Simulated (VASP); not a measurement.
KBr: single point with r2SCAN

KBr:

```
CELL_PARAMETERS angstrom
0.00000 3.33366 3.33366
3.29250 0.04116 3.29250
3.29250 3.29250 0.04116
ATOMIC_POSITIONS crystal
K 0.00000 0.00000 0.00000
Br 0.50000 0.50000 0.50000
```

This cell differs from its parent crystal: strain +0.0250 x Voigt [0, 0, 0, 1, 0, 0].

```yaml
Program: VASP 6.6.1
Task: single point
Functional: r2SCAN
Potentials_or_basis: VASP PAW PBE potentials, release 64 (K_sv, Br)
Cutoff: 520 eV
k_mesh: 6 × 6 × 6
Occupations: gaussian, width 0.05 eV
Spin: no spin polarisation
Dipole_correction: no
Further_INCAR_settings: ALGO = Normal; EDIFF = 1e-07; NBANDS = 15
```

```yaml
Pressure: 0.2 GPa
Band_gap_on_the_k_mesh: 5.07 eV, direct
```

Stress tensor (GPa, compression positive):
```
 0.17  0.00  0.00
 0.00  0.18 -0.13
 0.00 -0.13  0.18
```

Levels at points of the mesh, in eV from the valence-band top:
```csv
k point,band 5,band 6,band 7,band 8,band 9,band 10,band 11,band 12
"(0.00, 0.00, 0.00)",-11.60,-0.06,-0.03,0.00,5.07,8.10,8.21,8.31
"(0.50, 0.00, 0.00)",-11.35,-1.21,-0.36,-0.32,7.13,8.82,10.43,10.56
"(0.00, 0.50, 0.00)",-11.36,-1.21,-0.40,-0.37,7.11,8.90,10.48,10.62
"(0.50, 0.50, 0.00)",-11.64,-0.86,-0.32,-0.32,6.32,8.02,10.14,10.18
"(0.00, 0.50, 0.50)",-11.64,-0.86,-0.36,-0.28,6.32,8.03,10.15,10.19
```

It used 370 s of CPU time on 1 thread of AMD EPYC 7R13 Processor (Zen 3), on a shared host.

Caveat: the cell differs from its parent crystal (strain +0.0250 x Voigt [0, 0, 0, 1, 0, 0]); the PAW data sets were made with another functional, which shifts forces and pressure a little.
